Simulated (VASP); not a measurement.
# Mg (P6_3/mmc) in VASP: a series of runs

Runs on Mg. Level: PBEsol. Tasks: single point.

Everything below comes from runs of VASP 6.6.1. Logs are shortened: lines on timing, memory, paths and dates and some standing lists are left out, and cuts for length are marked.

## (1) The cell of the first run

The structure is hexagonal, space group P6_3/mmc (No. 194). The conventional cell has a = 2.953 Å, b = 2.953 Å, c = 4.794 Å, α = 90.00°, β = 90.00°, γ = 120.00°. Mg (site symmetry -6m2) has 12 Mg at 2.94 to 2.95 Å within 3.9 Å.

## (2) Single point, PBEsol (strain -0.080 along x and y, -0.080 along z)

File INCAR:

```
PREC     = Accurate       # precision mode
ENCUT    = 520            # plane-wave cutoff, eV
EDIFF    = 1E-7           # SCF threshold, eV
ISMEAR   = 0              # smearing method
SIGMA    = 0.15           # smearing width, eV
LREAL    = False          # projectors in reciprocal space
LASPH    = True           # aspherical terms in the spheres
NELM     = 80             # most SCF steps
ALGO     = Normal         # electronic algorithm
ISIF     = 2              # what is computed and relaxed
LWAVE    = False          # write WAVECAR
LCHARG   = True           # write CHGCAR
GGA      = PS             # functional
LELF     = True           # ELF
LVHAR    = True         
NBANDS   = 9              # bands
```

File KPOINTS:

```
Automatic mesh
0
Gamma
  18 18 10
```

File POSCAR:

```
Mg
1.0
    2.9525298099      0.0000000000      0.0000000000
   -1.4762649049      2.5569658208      0.0000000000
    0.0000000000      0.0000000000      4.7935036000
Mg
2
Direct
    0.3333333333      0.6666666667      0.2500000000
    0.6666666667      0.3333333333      0.7500000000
```

Potentials or basis: VASP PAW PBE potentials, release 64 (Mg).

Command:

```bash
$ cat potpaw_PBE.64/Mg/POTCAR > POTCAR
$ mpirun -np 1 vasp_std > vasp.out
```

OUTCAR:

```text
PREC = Accurate
   ENCUT = 520
   EDIFF = 1E-7
   ISMEAR = 0
   LREAL = False
   LASPH = True
   NELM = 80
   ISIF = 2
   GGA = PS

 ion  position               nearest neighbor table
   1  0.333  0.667  0.250-   2 2.94   2 2.94   2 2.94   2 2.94   2 2.94   2 2.94
   2  0.667  0.333  0.750-   1 2.94   1 2.94   1 2.94   1 2.94   1 2.94   1 2.94

  LATTYP: Found a hexagonal cell.
 ALAT       =     2.9525298099
 C/A-ratio  =     1.6235242008

  Lattice vectors:

 A1 = (   2.9525298099,   0.0000000000,   0.0000000000)
 A2 = (  -1.4762649049,   2.5569658208,   0.0000000000)
 A3 = (   0.0000000000,   0.0000000000,   4.7935036000)

Analysis of symmetry for initial positions (statically):
=====================================================================
 Subroutine PRICEL returns:
 Original cell was already a primitive cell.

 Routine SETGRP: Setting up the symmetry group for a
 hexagonal supercell.

 Subroutine GETGRP returns: Found 24 space group operations
 (whereof 12 operations were pure point group operations)
 out of a pool of 24 trial point group operations.

The static configuration has the point symmetry D_3d.
 The point group associated with its full space group is D_6h.

Analysis of symmetry for dynamics (positions and initial velocities):
=====================================================================
 Subroutine PRICEL returns:
 Original cell was already a primitive cell.

 Routine SETGRP: Setting up the symmetry group for a
 hexagonal supercell.

 Subroutine GETGRP returns: Found 24 space group operations
 (whereof 12 operations were pure point group operations)
 out of a pool of 24 trial point group operations.

The dynamic configuration has the point symmetry D_3d.
 The point group associated with its full space group is D_6h.

 Subroutine INISYM returns: Found 24 space group operations
 (whereof 12 operations are pure point group operations),
 and found     1 'primitive' translations

----------------------------------------------------------------------------------------

                                     Primitive cell

  volume of cell :      36.1886

  direct lattice vectors                    reciprocal lattice vectors
     2.952529810  0.000000000  0.000000000     0.338692601  0.195544264  0.000000000
    -1.476264905  2.556965821  0.000000000     0.000000000  0.391088528  0.000000000
     0.000000000  0.000000000  4.793503600     0.000000000  0.000000000  0.208615677

  length of vectors
     2.952529810  2.952529810  4.793503600     0.391088528  0.391088528  0.208615677

  position of ions in fractional coordinates (direct lattice)
     0.333333333  0.666666667  0.250000000
     0.666666667  0.333333333  0.750000000

  ion indices of the primitive-cell ions
   primitive index   ion index
                 1           1
                 2           2

----------------------------------------------------------------------------------------

 KPOINTS: Automatic mesh

Automatic generation of k-mesh.
 Grid dimensions read from file:
 generate k-points for:   18   18   10

 Generating k-lattice:

  Cartesian coordinates                     Fractional coordinates (reciprocal lattice)
     0.018816256  0.010863570  0.000000000     0.055555556  0.000000000  0.000000000
     0.000000000  0.021727140  0.000000000     0.000000000  0.055555556  0.000000000
     0.000000000  0.000000000  0.020861568     0.000000000  0.000000000  0.100000000

  Length of vectors
     0.021727140  0.021727140  0.020861568

  Shift w.r.t. Gamma in fractional coordinates (k-lattice)
     0.000000000  0.000000000  0.000000000

 Subroutine IBZKPT returns following result:
 ===========================================

 Found    222 irreducible k-points:

 Following reciprocal coordinates:
            Coordinates               Weight
  0.000000  0.000000  0.000000      1.000000
  0.055556  0.000000  0.000000      6.000000
  0.111111  0.000000  0.000000      6.000000
  0.166667  0.000000  0.000000      6.000000
  0.222222  0.000000  0.000000      6.000000
  0.277778  0.000000  0.000000      6.000000
[... 16 lines left out ...]
  0.333333  0.111111  0.000000     12.000000
  0.388889  0.111111  0.000000     12.000000
 [... further k-points ...]
   k-points           NKPTS =    222   k-points in BZ     NKDIM =    222   number of bands    NBANDS=      9
   number of dos      NEDOS =    301   number of ions     NIONS =      2
   total plane-waves  NPLWV =  20736
   dimension x,y,z NGX =    24 NGY =   24 NGZ =   36
   dimension x,y,z NGXF=    48 NGYF=   48 NGZF=   72
   ions per type =               2
   NGX,Y,Z   is equivalent  to a cutoff of  13.51, 13.51, 12.49 a.u.
   NGXF,Y,Z  is equivalent  to a cutoff of  27.03, 27.03, 24.97 a.u.
 SYSTEM =  unknown system
   PREC   = accura    normal or accurate (medium, high low for compatibility)
   ISTART =      0    job   : 0-new  1-cont  2-samecut
   ICHARG =      2    charge: 1-file 2-atom 10-const
[... 54 lines left out ...]

 E-fermi :   3.9471     XC(G=0):  -9.3159

 val. band max:        3.9342781272   @ k =   0.3889   0.0000   0.0000
 cond. band min:       3.9477907129   @ k =   0.1667   0.1111   0.0000
 fundamental gap:      0.0135125857
 Fermi energy:         3.9471137295

 k-point     1 :       0.0000    0.0000    0.0000
  band No.  band energies     occupation
      1      -4.0637      2.00000
      2       1.8721      2.00000
      3       2.7237      2.00000
      4      16.3185      0.00000
      5      16.3185      0.00000
      6      16.9570      0.00000
      7      16.9570      0.00000
      8      17.2238      0.00000
      9      19.7258      0.00000

 k-point     2 :       0.0556    0.0000    0.0000
  band No.  band energies     occupation
      1      -3.9923      2.00000
      2       1.9351      2.00000
      3       2.7914      2.00000
      4      14.8603      0.00000
      5      15.6657      0.00000
      6      16.5055      0.00000
      7      17.6776      0.00000
      8      18.0167      0.00000
      9      19.9822      0.00000

 k-point     3 :       0.1111    0.0000    0.0000
  band No.  band energies     occupation
      1      -3.7787      2.00000
      2       2.1240      2.00000
      3       2.9927      2.00000
      4      12.9439      0.00000
      5      14.8669      0.00000
      6      15.5340      0.00000
      7      18.1542      0.00000
      8      18.3877      0.00000
      9      18.6152      0.00000

 k-point     4 :       0.1667    0.0000    0.0000
  band No.  band energies     occupation
      1      -3.4240      2.00000
      2       2.4393      2.00000
      3       3.3214      2.00000
      4      11.0589      0.00000
      5      14.1577      0.00000
      6      14.4840      0.00000
      7      16.2531      0.00000
      8      18.0315      0.00000
      9      18.9247      0.00000

 k-point     5 :       0.2222    0.0000    0.0000
  band No.  band energies     occupation
      1      -2.9302      2.00000
      2       2.8814      2.00000
      3       3.7628      1.91769
      4       9.2740      0.00000
      5      13.4261      0.00000
      6      13.5539      0.00000
      7      14.4176      0.00000
      8      17.1278      0.00000
      9      18.1979      0.00000

 k-point     6 :       0.2778    0.0000    0.0000
  band No.  band energies     occupation
      1      -2.3003      2.00000
      2       3.4513      2.00000
      3       4.2721      0.00218
      4       7.6456      0.00000
      5      12.3631      0.00000
      6      12.6876      0.00000
      7      13.0593      0.00000
      8      16.1805      0.00000
      9      17.5930      0.00000
[... 169 lines left out ...]
 k-point    21 :       0.2222    0.1111    0.0000
  band No.  band energies     occupation
      1      -2.0916      2.00000
      2       3.6415      1.99603
      3       4.4460      0.00000
      4       7.7616      0.00000
      5      10.0561      0.00000
      6      12.8658      0.00000
      7      14.2551      0.00000
      8      15.2249      0.00000
      9      16.8833      0.00000

 k-point    22 :       0.2778    0.1111    0.0000
  band No.  band energies     occupation
      1      -1.3313      2.00000
      2       4.3404      0.00021
      3       4.7787      0.00000
      4       6.5265      0.00000
      5       9.5137      0.00000
      6      11.2671      0.00000
      7      13.0596      0.00000
      8      14.7529      0.00000
      9      16.5722      0.00000

 k-point    23 :       0.3333    0.1111    0.0000
  band No.  band energies     occupation
      1      -0.4438      2.00000
      2       4.1213      0.10044
      3       5.1687      0.00000
      4       6.4586      0.00000
      5       9.0369      0.00000
      6       9.7885      0.00000
      7      12.0155      0.00000
      8      14.4192      0.00000
      9      16.3298      0.00000

 k-point    24 :       0.3889    0.1111    0.0000
  band No.  band energies     occupation
      1       0.5634      2.00000
      2       2.9102      2.00000
      3       6.1271      0.00000
      4       7.0795      0.00000
      5       8.4378      0.00000
      6       8.5501      0.00000
      7      11.2654      0.00000
      8      14.2197      0.00000
      9      16.1781      0.00000

 [... further k-points ...]
[... 5 lines left out ...]
  --------------------------------------------------------------------------------------
  -------------------------------------------------------------------------------------
  Total        2.8964654      2.8964654      2.7844569      0.0000000      0.0000000      0.0000000
  in kB      128.2350228    128.2350228    123.2760765      0.0000000      0.0000000      0.0000000
  external PRESSURE =     126.5820407 kB  Pullay stress =       0.0000000 kB

 VOLUME and BASIS-vectors are now :
 -----------------------------------------------------------------------------
  energy-cutoff  :      520.00
  volume of cell :       36.19
      direct lattice vectors                 reciprocal lattice vectors
     2.952529810  0.000000000  0.000000000     0.338692601  0.195544264  0.000000000
    -1.476264905  2.556965821  0.000000000     0.000000000  0.391088528  0.000000000
     0.000000000  0.000000000  4.793503600     0.000000000  0.000000000  0.208615677

 POSITION                                       TOTAL-FORCE (eV/Angst)
 -----------------------------------------------------------------------------------
     -0.00000      1.70464      1.19838         0.000000      0.000000      0.000000
      1.47626      0.85232      3.59513        -0.000000      0.000000      0.000000
 -----------------------------------------------------------------------------------
    total drift:                                0.000000     -0.000000      0.000000

  FREE ENERGIE OF THE ION-ELECTRON SYSTEM (eV)
  ---------------------------------------------------
  free  energy   TOTEN  =        -3.1617001600 eV

  energy  without entropy=       -3.1544312434  energy(sigma->0) =       -3.15806570
```

Wall time 73 s (1 thread of Intel Xeon 8259CL, shared host); peak memory 0.21 GiB.

What came out:

```yaml
Free_energy: -3.1617 eV
Pressure: 12.7 GPa
Band_gap_on_the_k_mesh: zero (bands 2 and 3 overlap by 2.19 eV)
```

Stress tensor (GPa, compression positive):
```
12.82  0.00  0.00
 0.00 12.82  0.00
 0.00  0.00 12.33
```

Levels at points of the mesh, in eV from the Fermi level:
```csv
k point,band 1,band 2,band 3,band 4,band 5,band 6,band 7
"(0.00, 0.00, 0.00)",-8.01,-2.08,-1.22,12.37,12.37,13.01,13.01
"(0.50, 0.00, 0.00)",-2.57,-2.34,3.06,3.10,4.03,4.28,8.23
"(0.00, 0.00, 0.50)",-6.38,-6.38,5.79,5.79,13.14,13.14,13.14
"(0.50, 0.00, 0.50)",-1.36,-1.36,-0.37,-0.37,8.84,8.84,9.50
```

Caveat: the cell differs from its parent crystal (strain -0.080 along x and y, -0.080 along z); the cell stands under pressure; the PAW data sets were made with another functional, which shifts forces and pressure a little.

## (3) Single point, PBEsol (strain +0.000 along x and y, -0.080 along z)

File INCAR:

```
  PREC = Accurate
  ENCUT = 520
  EDIFF = 1E-6
  ISMEAR = 0
  SIGMA = 0.15
  LREAL = F
  LASPH = T
  NELM = 60
  ALGO = Fast
  ISIF = 2
  LWAVE = F
  LCHARG = F
  GGA = PS
  NBANDS = 9
```

KPOINTS is that of step 2.

File POSCAR:

```
Mg
1.0
    3.2092715325      0.0000000000      0.0000000000
   -1.6046357662      2.7793106748      0.0000000000
    0.0000000000      0.0000000000      4.7935036000
Mg
2
Direct
    0.3333333333      0.6666666667      0.2500000000
    0.6666666667      0.3333333333      0.7500000000
```

Potentials or basis: VASP PAW PBE potentials, release 64 (Mg).

Command:

```bash
$ cat potpaw_PBE.64/Mg/POTCAR > POTCAR
$ mpirun -np 1 vasp_std > vasp.out
```

It took 75 s on 1 thread of Intel Xeon 8259CL, shared host; peak memory 0.21 GiB.

It converged, with:

| Property | Result |
| --- | --- |
| Free energy | -3.4034 eV |
| Pressure | 2.4 GPa |
| Band gap on the k mesh | zero (bands 2 and 3 overlap by 2.16 eV) |

Stress tensor (GPa, compression positive):
```
0.70 0.00 0.00
0.00 0.70 0.00
0.00 0.00 5.88
```

Levels at points of the mesh, in eV from the Fermi level:
| k point | band 1 | band 2 | band 3 | band 4 | band 5 | band 6 |
| --- | --- | --- | --- | --- | --- | --- |
| (0.00, 0.00, 0.00) | -7.26 | -1.31 | -0.45 | 10.42 | 10.42 | 10.48 |
| (0.50, 0.00, 0.00) | -2.52 | -2.50 | 2.93 | 3.27 | 4.09 | 4.14 |
| (0.00, 0.00, 0.50) | -5.63 | -5.63 | 6.60 | 6.60 | 11.26 | 11.26 |
| (0.50, 0.00, 0.50) | -1.28 | -1.28 | -0.56 | -0.56 | 7.73 | 7.73 |

Caveat: the cell differs from its parent crystal (strain +0.000 along x and y, -0.080 along z); the stress differs along the axes, from 1 to 6 GPa; the PAW data sets were made with another functional, which shifts forces and pressure a little.

## (4) Single point, PBEsol (strain +0.040 along x and y, -0.040 along z)

File INCAR:

```
PREC = Accurate ; ENCUT = 520
EDIFF = 1E-7 ; ISMEAR = 0
SIGMA = 0.15 ; LREAL = F
LASPH = T ; NELM = 100
ALGO = Normal ; ISIF = 2
LWAVE = F ; LCHARG = F
GGA = PS ; NBANDS = 9
```

File KPOINTS:

```
regular mesh
0
Gamma
  18 18 10
```

File POSCAR:

```
Mg
1.0
    3.3376423938      0.0000000000      0.0000000000
   -1.6688211969      2.8904831018      0.0000000000
    0.0000000000      0.0000000000      5.0019168000
Mg
2
Direct
    0.3333333333      0.6666666667      0.2500000000
    0.6666666667      0.3333333333      0.7500000000
```

Command:

```bash
$ cat potpaw_PBE.64/Mg/POTCAR > POTCAR
$ mpirun -np 1 vasp_std > vasp.out
```

Run time: 2.3 min. Hardware: 1 thread of Intel Xeon 8259CL, shared host; peak memory 0.24 GiB.

The run converged. Its results:

```
Free energy            : -3.4041 eV
Pressure               : -2.1 GPa
Band gap on the k mesh : zero (bands 2 and 3 overlap by 1.96 eV)
```

Stress tensor (GPa, compression positive):
```
-3.19  0.00  0.00
 0.00 -3.19  0.00
 0.00  0.00  0.11
```

Levels at points of the mesh, in eV from the Fermi level:
```csv
k point,band 1,band 2,band 3,band 4,band 5
"(0.00, 0.00, 0.00)",-6.74,-1.19,-0.52,9.64,9.64
"(0.50, 0.00, 0.00)",-2.38,-2.26,2.71,3.18,3.69
"(0.00, 0.00, 0.50)",-5.24,-5.24,6.10,6.10,10.61
"(0.50, 0.00, 0.50)",-1.15,-1.15,-0.58,-0.58,7.14
```

Caveat: the cell differs from its parent crystal (strain +0.040 along x and y, -0.040 along z); the PAW data sets were made with another functional, which shifts forces and pressure a little.

## (5) Single point, PBEsol (strain +0.080 along x and y, -0.040 along z)

File INCAR:

```
SYSTEM = Mg
  ALGO = Normal
  EDIFF = 1E-6
  ENCUT = 520
  GGA = PS
  ISIF = 2
  ISMEAR = 0
  LASPH = .True.
  LCHARG = .False.
  LREAL = .False.
  LWAVE = .False.
  NBANDS = 9
  NELM = 60
  PREC = Accurate
  SIGMA = 0.15
```

File KPOINTS:

```
k-points
0
Gamma
  18 18 10
  0 0 0
```

File POSCAR:

```
Mg
1.0
    3.4660132551      0.0000000000      0.0000000000
   -1.7330066275      3.0016555288      0.0000000000
    0.0000000000      0.0000000000      5.0019168000
Mg
2
Direct
    0.3333333333      0.6666666667      0.2500000000
    0.6666666667      0.3333333333      0.7500000000
```

Command:

```bash
$ cat potpaw_PBE.64/Mg/POTCAR > POTCAR
$ mpirun -np 1 vasp_std > vasp.out
```

Run time: 1.8 min. Hardware: 1 thread of Intel Xeon 8259CL, shared host; peak memory 0.25 GiB.

The run converged. Its results:

```yaml
Free_energy: -3.3063 eV
Pressure: -3.7 GPa
Band_gap_on_the_k_mesh: zero (bands 2 and 3 overlap by 1.84 eV)
```

Stress tensor (GPa, compression positive):
```
-4.91  0.00  0.00
 0.00 -4.91  0.00
 0.00  0.00 -1.30
```

Levels at points of the mesh, in eV from the Fermi level:
```
           k point  band 1  band 2  band 3  band 4  band 5  band 6  band 7
(0.00, 0.00, 0.00)   -6.43   -0.89   -0.20    8.68    8.68    9.06    9.06
(0.50, 0.00, 0.00)   -2.44   -2.22    2.67    3.24    3.74    3.85    5.21
(0.00, 0.00, 0.50)   -4.94   -4.94    6.42    6.42    9.83    9.83    9.83
(0.50, 0.00, 0.50)   -1.12   -1.12   -0.63   -0.63    6.51    6.51    7.37
```

Caveat: the cell differs from its parent crystal (strain +0.080 along x and y, -0.040 along z); the cell stands under tension; the PAW data sets were made with another functional, which shifts forces and pressure a little.

## (6) Single point, PBEsol (strain +0.080 along x and y, +0.000 along z)

File INCAR:

```
SYSTEM = Mg
PREC = Accurate
ENCUT = 520
EDIFF = 1E-6
ISMEAR = 0
SIGMA = 0.15
LREAL = .False.
LASPH = .True.
NELM = 60
ALGO = Normal
ISIF = 2
LWAVE = .False.
LCHARG = .True.
GGA = PS
LELF = .True.
LVHAR = .True.
NBANDS = 9
```

File KPOINTS:

```
Automatic mesh
0
Gamma
  18 18 10
  0 0 0
```

Edit POSCAR of step 5 so:

```diff
@@ -4,3 +4,3 @@
    -1.7330066275      3.0016555288      0.0000000000
-    0.0000000000      0.0000000000      5.0019168000
+    0.0000000000      0.0000000000      5.2103300000
 Mg
```

Potentials or basis: VASP PAW PBE potentials, release 64 (Mg).

Command:

```bash
$ cat potpaw_PBE.64/Mg/POTCAR > POTCAR
$ mpirun -np 1 vasp_std > vasp.out
```

It took 2.1 min on 1 thread of Intel Xeon 8259CL, shared host; peak memory 0.25 GiB.

The run converged. Its results:

```
Free energy            : -3.2747 eV
Pressure               : -4.7 GPa
Band gap on the k mesh : zero (bands 2 and 3 overlap by 1.77 eV)
```

Stress tensor (GPa, compression positive):
```
-5.34  0.00  0.00
 0.00 -5.34  0.00
 0.00  0.00 -3.33
```

Levels at points of the mesh, in eV from the Fermi level:
```csv
k point,band 1,band 2,band 3,band 4,band 5
"(0.00, 0.00, 0.00)",-6.26,-1.07,-0.58,8.88,8.88
"(0.50, 0.00, 0.00)",-2.26,-2.05,2.52,3.09,3.33
"(0.00, 0.00, 0.50)",-4.88,-4.88,5.65,5.65,9.97
"(0.50, 0.00, 0.50)",-1.03,-1.03,-0.59,-0.59,6.60
```

Caveat: the cell differs from its parent crystal (strain +0.080 along x and y, +0.000 along z); the cell stands under tension; the PAW data sets were made with another functional, which shifts forces and pressure a little.

## (7) Summary

| cell | gap on the mesh (eV) | pressure (GPa) |
| --- | --- | --- |
| a = 2.953, b = 2.953, c = 4.794 Å, angles 90.0, 90.0, 120.0°, 2 atoms | none | 12.7 |
| a = 3.209, b = 3.209, c = 4.794 Å, angles 90.0, 90.0, 120.0°, 2 atoms | none | 2.4 |
| a = 3.338, b = 3.338, c = 5.002 Å, angles 90.0, 90.0, 120.0°, 2 atoms | none | -2.1 |
| a = 3.466, b = 3.466, c = 5.002 Å, angles 90.0, 90.0, 120.0°, 2 atoms | none | -3.7 |
| a = 3.466, b = 3.466, c = 5.210 Å, angles 90.0, 90.0, 120.0°, 2 atoms | none | -4.7 |

Alike in all rows: task single point; level PBEsol; potentials or basis VASP PAW PBE potentials, release 64 (Mg); no spin polarisation; k mesh 18 × 18 × 10; cutoff (eV) 520; smearing gaussian 0.15 eV.

Caveats: the PAW data sets were made with another functional, which shifts forces and pressure a little; the cell stands under tension (at least some runs); the cell stands under pressure (at least some runs); the stress differs along the axes, from 1 to 6 GPa (at least some runs).

Total energies depend on the potentials used, so only differences within one code and one set of settings carry meaning.

The gap in the log of VASP goes by the Fermi energy; the results here count the filled bands.